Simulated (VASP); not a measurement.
# ZrC (Fm-3m) in VASP: notebook

The runs below take ZrC through relaxation of cell and atoms, with PBEsol.

All numbers are computed with VASP 6.6.1; they aren't measurements. Logs are shortened: lines on timing, memory, paths and dates and some standing lists are left out, and cuts for length are marked.

**1. The cell of the first run**

The structure is cubic, space group Fm-3m (No. 225). Conventional cell: a = 4.730 Å, b = 4.730 Å, c = 4.730 Å, α = 90.00°, β = 90.00°, γ = 90.00°. Zr (site symmetry m-3m) has 6 C at 2.37 Å within 3.1 Å. C (site symmetry m-3m) has 6 Zr at 2.37 Å within 3.1 Å.

**2. Relaxation of cell and atoms, PBEsol**

Contents of INCAR:

```
ALGO = Normal
EDIFF = 1E-6
EDIFFG = -0.02
ENCUT = 600
GGA = PS
IBRION = 2
ISIF = 3
ISMEAR = 1
LASPH = True
LCHARG = False
LREAL = False
LWAVE = False
NELM = 60
NSW = 80
PREC = Accurate
SIGMA = 0.05
```

Contents of KPOINTS:

```
k-points
0
Gamma
  8 8 8
```

Contents of POSCAR:

```
ZrC
1.0
    0.0000000000      2.3650000000      2.3650000000
    2.3650000000      0.0000000000      2.3650000000
    2.3650000000      2.3650000000      0.0000000000
Zr C
1 1
Direct
    0.5000000000      0.5000000000      0.5000000000
    0.0000000000      0.0000000000      0.0000000000
```

Potentials or basis: VASP PAW PBE potentials, release 64 (Zr_sv, C).

The run is started by

```
$ cat potpaw_PBE.64/Zr_sv/POTCAR potpaw_PBE.64/C/POTCAR > POTCAR
$ mpirun -np 1 vasp_std > vasp.out
```

OUTCAR:

```text
EDIFF = 1E-6
   EDIFFG = -0.02
   ENCUT = 600
   GGA = PS
   IBRION = 2
   ISIF = 3
   ISMEAR = 1
   LASPH = True
   LREAL = False
   NELM = 60
   NSW = 80
   PREC = Accurate

 ion  position               nearest neighbor table
   1  0.500  0.500  0.500-   2 2.37   2 2.37   2 2.37   2 2.37   2 2.37   2 2.37
   2  0.000  0.000  0.000-   1 2.37   1 2.37   1 2.37   1 2.37   1 2.37   1 2.37

  LATTYP: Found a face centered cubic cell.
 ALAT       =     4.7300000000

  Lattice vectors:

 A1 = (   0.0000000000,   2.3650000000,   2.3650000000)
 A2 = (   2.3650000000,   0.0000000000,   2.3650000000)
 A3 = (   2.3650000000,   2.3650000000,   0.0000000000)

Analysis of symmetry for initial positions (statically):
=====================================================================
 Subroutine PRICEL returns:
 Original cell was already a primitive cell.

 Routine SETGRP: Setting up the symmetry group for a
 face centered cubic supercell.

 Subroutine GETGRP returns: Found 48 space group operations
 (whereof 48 operations were pure point group operations)
 out of a pool of 48 trial point group operations.

The static configuration has the point symmetry O_h .

Analysis of symmetry for dynamics (positions and initial velocities):
=====================================================================
 Subroutine PRICEL returns:
 Original cell was already a primitive cell.

 Routine SETGRP: Setting up the symmetry group for a
 face centered cubic supercell.

 Subroutine GETGRP returns: Found 48 space group operations
 (whereof 48 operations were pure point group operations)
 out of a pool of 48 trial point group operations.

The dynamic configuration has the point symmetry O_h .

 Subroutine INISYM returns: Found 48 space group operations
 (whereof 48 operations are pure point group operations),
 and found     1 'primitive' translations

----------------------------------------------------------------------------------------

                                     Primitive cell

  volume of cell :      26.4560

  direct lattice vectors                    reciprocal lattice vectors
     0.000000000  2.365000000  2.365000000    -0.211416490  0.211416490  0.211416490
     2.365000000  0.000000000  2.365000000     0.211416490 -0.211416490  0.211416490
     2.365000000  2.365000000  0.000000000     0.211416490  0.211416490 -0.211416490

  length of vectors
     3.344615075  3.344615075  3.344615075     0.366184103  0.366184103  0.366184103

  position of ions in fractional coordinates (direct lattice)
     0.500000000  0.500000000  0.500000000
     0.000000000  0.000000000  0.000000000

  ion indices of the primitive-cell ions
   primitive index   ion index
                 1           1
                 2           2

----------------------------------------------------------------------------------------

 KPOINTS: k-points

Automatic generation of k-mesh.
 Grid dimensions read from file:
 generate k-points for:    8    8    8

 Generating k-lattice:

  Cartesian coordinates                     Fractional coordinates (reciprocal lattice)
    -0.026427061  0.026427061  0.026427061     0.125000000  0.000000000  0.000000000
     0.026427061 -0.026427061  0.026427061     0.000000000  0.125000000  0.000000000
     0.026427061  0.026427061 -0.026427061     0.000000000  0.000000000  0.125000000

  Length of vectors
     0.045773013  0.045773013  0.045773013

  Shift w.r.t. Gamma in fractional coordinates (k-lattice)
     0.000000000  0.000000000  0.000000000

 Subroutine IBZKPT returns following result:
 ===========================================

 Found     29 irreducible k-points:

 Following reciprocal coordinates:
            Coordinates               Weight
  0.000000  0.000000  0.000000      1.000000
  0.125000  0.000000  0.000000      8.000000
  0.250000  0.000000  0.000000      8.000000
  0.375000  0.000000  0.000000      8.000000
  0.500000  0.000000  0.000000      4.000000
  0.125000  0.125000  0.000000      6.000000
[... 16 lines left out ...]
  0.500000  0.250000  0.125000     48.000000
 -0.375000  0.250000  0.125000     24.000000
 [... further k-points ...]
   k-points           NKPTS =     29   k-points in BZ     NKDIM =     29   number of bands    NBANDS=     12
   number of dos      NEDOS =    301   number of ions     NIONS =      2
   total plane-waves  NPLWV =  21952
   dimension x,y,z NGX =    28 NGY =   28 NGZ =   28
   dimension x,y,z NGXF=    56 NGYF=   56 NGZF=   56
   ions per type =               1   1
   NGX,Y,Z   is equivalent  to a cutoff of  13.92, 13.92, 13.92 a.u.
   NGXF,Y,Z  is equivalent  to a cutoff of  27.84, 27.84, 27.84 a.u.
 SYSTEM =  unknown system
   PREC   = accura    normal or accurate (medium, high low for compatibility)
   ISTART =      0    job   : 0-new  1-cont  2-samecut
   ICHARG =      2    charge: 1-file 2-atom 10-const
   ISPIN  =      1    spin polarized calculation?
   LNONCOLLINEAR =      F non collinear calculations
   LSORBIT =      F    spin-orbit coupling
   LASPH  =      T    aspherical Exc in radial PAW
   ENCUT  =  600.0 eV  44.10 Ry    6.64 a.u.   6.68  6.68  6.68*2*pi/ulx,y,z
   NELM   =     60;   NELMIN=  2; NELMDL= -5     # of ELM steps
   EDIFF  = 0.1E-05   stopping-criterion for ELM
   LREAL  =      F    real-space projection
   EDIFFG = -.2E-01   stopping-criterion for IOM
   NSW    =     80    number of steps for IOM
   IBRION =      2    ionic relax: 0-MD 1-quasi-New 2-CG
   NFREE  =      1    steps in history (QN), initial steepest desc. (CG)
   ISIF   =      3    stress and relaxation
   ISYM   =      2    0-nonsym 1-usesym 2-fastsym
   POTIM  = 0.5000    time-step for ionic-motion
   TEBEG  =    0.0;   TEEND  =   0.0 temperature during run
   PSTRESS=    0.0 pullay stress
   NELECT =      16.0000    total number of electrons
   NUPDOWN=      -1.0000    fix difference up-down
   EMIN   =  10.00;   EMAX   =-10.00  energy-range for DOS
   EFERMI =   0.00;   METHOD = LEGACY
   ISMEAR =     1;   SIGMA  =   0.05  broadening in eV -4-tet -1-fermi 0-gaus
   EFERMI_NEDOS =   21; number of points for ismear=-14 and -15
   IALGO  =     38    algorithm
   IMIX   =      4    mixing-type and parameters
     AMIX     =   0.40;   BMIX     =  1.00
     AMIX_MAG =   1.60;   BMIX_MAG =  1.00
  volume/ion in A,a.u.               =      13.23        89.27
  Fermi-wavevector in a.u.,A,eV,Ry     =   1.384439  2.616209 26.077880  1.916670
  Thomas-Fermi vector in A             =   2.508943
   LORBIT       =      0    0 simple, 1 ext, 2 COOP (PROOUT), +10 PAW based schemes
   GGA     = PS    functional components
   LHFCALC =     F    Hartree Fock is set to
   AEXX    =    0.0000 exact exchange contribution
   IVDW    =     0    specifies the selected vdW correction
   LEPSILON=     F    determine dielectric tensor
   LRPA    =     F    only Hartree local field effects (RPA)
 conjugate gradient relaxation of ions
 non-spin polarized calculation
 Methfessel and Paxton  Order N= 1 SIGMA  =   0.05
  energy-cutoff  :      600.00
  volume of cell :       26.46
 maximum number of plane-waves:       903
   NGX = 13   NGY = 13   NGZ = 13

--------------------------------------- Ionic step        1  -------------------------------------------

 number of electron      16.0000000 magnetization

 Free energy of the ion-electron system (eV)
  ---------------------------------------------------
  ext. energy  EPLUGINS =         0.00000000
  ---------------------------------------------------
  free energy    TOTEN  =       -20.54585182 eV

  energy without entropy =      -20.54557585  energy(sigma->0) =      -20.54575983

------------------------ aborting loop because EDIFF is reached ----------------------------------------

  FORCE on cell =-STRESS in cart. coord.  units (eV):
  Direction    XX          YY          ZZ          XY          YZ          ZX
  --------------------------------------------------------------------------------------
  -------------------------------------------------------------------------------------
  Total       -1.3589540     -1.3589540     -1.3589540     -0.0000000      0.0000000      0.0000000
  in kB      -82.2984950    -82.2984950    -82.2984950     -0.0000000      0.0000000      0.0000000
  external PRESSURE =     -82.2984950 kB  Pullay stress =       0.0000000 kB
[... 21 lines left out ...]
  energy  without entropy=      -20.5455758516  energy(sigma->0) =      -20.54575983

--------------------------------------- Ionic step        2  -------------------------------------------

 number of electron      16.0000000 magnetization

 E-fermi :  10.3788     XC(G=0): -12.6844

 val. band max:       10.3675707913   @ k =   0.3750   0.3750   0.0000
 cond. band min:      10.6243795962   @ k =   0.5000   0.5000   0.0000
 fundamental gap:      0.2568088049
 Fermi energy:        10.3788449568

 k-point     1 :       0.0000    0.0000    0.0000
  band No.  band energies     occupation
      1     -37.2177      2.00000
      2     -14.8931      2.00000
      3     -14.8931      2.00000
      4     -14.8931      2.00000
      5      -1.0988      2.00000
      6      11.4281      0.00000
      7      11.4281      0.00000
      8      11.4281      0.00000
      9      11.5295      0.00000
     10      11.5295      0.00000
     11      11.5295      0.00000
     12      13.4945      0.00000
[... 378 lines left out ...]
  energy  without entropy=      -20.4951882061  energy(sigma->0) =      -20.49550149

--------------------------------------- Ionic step        3  -------------------------------------------

 number of electron      16.0000000 magnetization

 Free energy of the ion-electron system (eV)
  ---------------------------------------------------
  ext. energy  EPLUGINS =         0.00000000
  ---------------------------------------------------
  free energy    TOTEN  =       -20.57172990 eV

  energy without entropy =      -20.57154846  energy(sigma->0) =      -20.57166942

 E-fermi :   9.6307     XC(G=0): -12.3686

 val. band max:        9.5683935427   @ k =   0.3750   0.3750   0.0000
 cond. band min:       9.6327871858   @ k =   0.1250   0.1250   0.0000
 fundamental gap:      0.0643936432
 Fermi energy:         9.6306949972

 k-point     1 :       0.0000    0.0000    0.0000
  band No.  band energies     occupation
      1     -38.2059      2.00000
      2     -15.9347      2.00000
      3     -15.9347      2.00000
      4     -15.9347      2.00000
      5      -1.6410      2.00000
      6      10.6612      0.00000
      7      10.6612      0.00000
      8      10.6612      0.00000
      9      10.7629      0.00000
     10      10.7629      0.00000
     11      10.7629      0.00000
     12      12.5582      0.00000
[... 374 lines left out ...]
  FREE ENERGIE OF THE ION-ELECTRON SYSTEM (eV)
  ---------------------------------------------------
  free  energy   TOTEN  =       -20.5717298958 eV

  energy  without entropy=      -20.5715484642  energy(sigma->0) =      -20.57166942

 reached required accuracy - stopping structural energy minimisation
```

Run time: 55 s. Hardware: 1 thread of Intel Xeon 8259CL, shared host; peak memory 0.17 GiB.

Results:

```
Free energy                            : -20.5717 eV
Relaxed volume                         : 12.75 Å³/atom
Relaxed cell                           : a = 3.304 Å, b = 3.304 Å, c = 3.304 Å, α = 60.00°, β = 60.00°, γ = 60.00°
Space group after relaxing (to 0.05 Å) : Fm-3m (No. 225)
Energy gained by relaxing              : 12.9 meV/atom
Ionic steps                            : 3
Pressure after relaxing                : -0.2 GPa
Band gap on the k mesh                 : zero (band 8 reaches 10.66 eV, above the bottom of band 9 at 9.33 eV)
```

The path:
```
step  energy change (eV)  largest force (eV/Å)  pressure (GPa)  volume (Å³)
   1              0.0000                0.0000           -8.23        26.46
   2              0.0502                0.0000           16.61        23.94
   3             -0.0259                0.0000           -0.15        25.50
```

Final structure:
```
CELL_PARAMETERS angstrom
0.00000 2.33612 2.33612
2.33612 0.00000 2.33612
2.33612 2.33612 0.00000
ATOMIC_POSITIONS crystal
Zr 0.50000 0.50000 0.50000
C 0.00000 0.00000 0.00000
```

Levels at points of the mesh, in eV from the Fermi level:
| k point | band 5 | band 6 | band 7 | band 8 | band 9 | band 10 | band 11 | band 12 |
| --- | --- | --- | --- | --- | --- | --- | --- | --- |
| (0.00, 0.00, 0.00) | -11.27 | 1.03 | 1.03 | 1.03 | 1.13 | 1.13 | 1.13 | 2.93 |
| (0.50, 0.00, 0.00) | -8.06 | -5.34 | -2.93 | -2.93 | 4.67 | 4.67 | 5.52 | 6.62 |
| (0.50, 0.50, 0.00) | -10.10 | -1.96 | -1.80 | 0.16 | 0.16 | 4.63 | 5.88 | 5.88 |

Caveat: the PAW data sets were made with another functional, which shifts forces and pressure a little.

**3. Relaxation of cell and atoms, PBEsol, target pressure 15 GPa, at which the enthalpy is minimised**

INCAR, as its differences from that of step 2:

```diff
@@ -12,5 +12,6 @@
 LWAVE = False
-NELM = 60
+NELM = 80
 NSW = 80
 PREC = Accurate
+PSTRESS = 150.0
 SIGMA = 0.05
```

KPOINTS is that of step 2.

POSCAR is that of step 2.

Potentials or basis: VASP PAW PBE potentials, release 64 (Zr_sv, C).

The run is started by

```
$ cat potpaw_PBE.64/Zr_sv/POTCAR potpaw_PBE.64/C/POTCAR > POTCAR
$ mpirun -np 1 vasp_std > vasp.out
```

Run time: 91 s. Hardware: 1 thread of Intel Xeon 8259CL, shared host; peak memory 0.17 GiB.

Results (log left out):

| Item | Value |
| --- | --- |
| Free energy | -20.5073 eV |
| Relaxed volume | 12.03 Å³/atom |
| Relaxed cell | a = 3.240 Å, b = 3.240 Å, c = 3.240 Å, α = 60.00°, β = 60.00°, γ = 60.00° |
| Space group after relaxing (to 0.05 Å) | Fm-3m (No. 225) |
| Energy change on relaxing (the enthalpy is what falls) | +19.3 meV/atom |
| Ionic steps | 5 |
| Pressure after relaxing | 15.2 GPa |
| Band gap on the k mesh | zero (band 8 reaches 11.37 eV, above the bottom of band 9 at 10.01 eV) |

The path:
| step | energy change (eV) | largest force (eV/Å) | pressure (GPa) | volume (Å³) |
| --- | --- | --- | --- | --- |
| 1 | 0.0000 | 0.0000 | -8.23 | 26.46 |
| 2 | 1.4021 | 0.0000 | 98.84 | 19.77 |
| 3 | 0.0233 | 0.0000 | 13.10 | 24.23 |
| 4 | 0.0343 | 0.0000 | 14.62 | 24.10 |
| 5 | 0.0386 | 0.0000 | 15.16 | 24.06 |

Final structure:
```
CELL_PARAMETERS angstrom
0.00000 2.29120 2.29120
2.29120 0.00000 2.29120
2.29120 2.29120 0.00000
ATOMIC_POSITIONS crystal
Zr 0.50000 0.50000 0.50000
C 0.00000 0.00000 0.00000
```

Levels at points of the mesh, in eV from the Fermi level:
```csv
k point,band 4,band 5,band 6,band 7,band 8,band 9,band 10,band 11,band 12
"(0.00, 0.00, 0.00)",-25.29,-11.46,1.05,1.05,1.05,1.15,1.15,1.15,3.10
"(0.50, 0.00, 0.00)",-25.39,-7.94,-5.56,-3.13,-3.13,4.99,4.99,5.90,6.89
"(0.50, 0.50, 0.00)",-25.67,-10.35,-2.00,-1.83,0.24,0.24,4.96,6.32,6.32
```

Caveat: the cell is relaxed towards a set pressure, so the enthalpy falls and the energy may rise; the PAW data sets were made with another functional, which shifts forces and pressure a little.

**4. Relaxation of cell and atoms, PBEsol, target pressure 30 GPa, at which the enthalpy is minimised**

Contents of INCAR:

```
ALGO     = Normal         # electronic algorithm
EDIFF    = 1E-6           # SCF threshold, eV
EDIFFG   = -0.02          # ionic threshold
ENCUT    = 600            # plane-wave cutoff, eV
GGA      = PS             # functional
IBRION   = 2              # ionic algorithm
ISIF     = 3              # what is computed and relaxed
ISMEAR   = 1              # smearing method
LASPH    = T              # aspherical terms in the spheres
LCHARG   = F              # write CHGCAR
LREAL    = F              # projectors in reciprocal space
LWAVE    = F              # write WAVECAR
NELM     = 80             # most SCF steps
NSW      = 80             # ionic steps
PREC     = Accurate       # precision mode
PSTRESS  = 300.0        
SIGMA    = 0.05           # smearing width, eV
```

KPOINTS is that of step 3.

POSCAR is that of step 3.

The run is started by

```
$ cat potpaw_PBE.64/Zr_sv/POTCAR potpaw_PBE.64/C/POTCAR > POTCAR
$ mpirun -np 1 vasp_std > vasp.out
```

It took 98 s on 1 thread of Intel Xeon 8259CL, shared host; peak memory 0.17 GiB.

The run converged. Its results:

| Property | Result |
| --- | --- |
| Free energy | -20.3556 eV |
| Relaxed volume | 11.48 Å³/atom |
| Relaxed cell | a = 3.191 Å, b = 3.191 Å, c = 3.191 Å, α = 60.00°, β = 60.00°, γ = 60.00° |
| Space group after relaxing (to 0.05 Å) | Fm-3m (No. 225) |
| Energy change on relaxing (the enthalpy is what falls) | +95.1 meV/atom |
| Ionic steps | 5 |
| Pressure after relaxing | 30.0 GPa |
| Band gap on the k mesh | zero (band 8 reaches 11.95 eV, above the bottom of band 9 at 10.59 eV) |

The path:
```
step  energy change (eV)  largest force (eV/Å)  pressure (GPa)  volume (Å³)
   1              0.0000                0.0000           -8.23        26.46
   2              5.2771                0.0000          263.69        16.12
   3              0.1149                0.0000           23.43        23.42
   4              0.1666                0.0000           28.05        23.10
   5              0.1903                0.0000           30.02        22.97
```

Final structure:
```
Zr C
1.0
     0.00000    2.25608    2.25608
     2.25608    0.00000    2.25608
     2.25608    2.25608    0.00000
Zr C
1 1
Direct
  0.50000 0.50000 0.50000
  0.00000 0.00000 0.00000
```

Levels at points of the mesh, in eV from the Fermi level:
```tsv
k point	band 6	band 7	band 8	band 9	band 10	band 11
(0.00, 0.00, 0.00)	1.03	1.03	1.03	1.13	1.13	1.13
(0.50, 0.00, 0.00)	-5.78	-3.33	-3.33	5.23	5.23	6.19
(0.50, 0.50, 0.00)	-2.20	-1.73	0.28	0.28	5.19	6.66
```

Caveat: the cell is relaxed towards a set pressure, so the enthalpy falls and the energy may rise; the PAW data sets were made with another functional, which shifts forces and pressure a little.

(Part 1 of 2 ends here.)
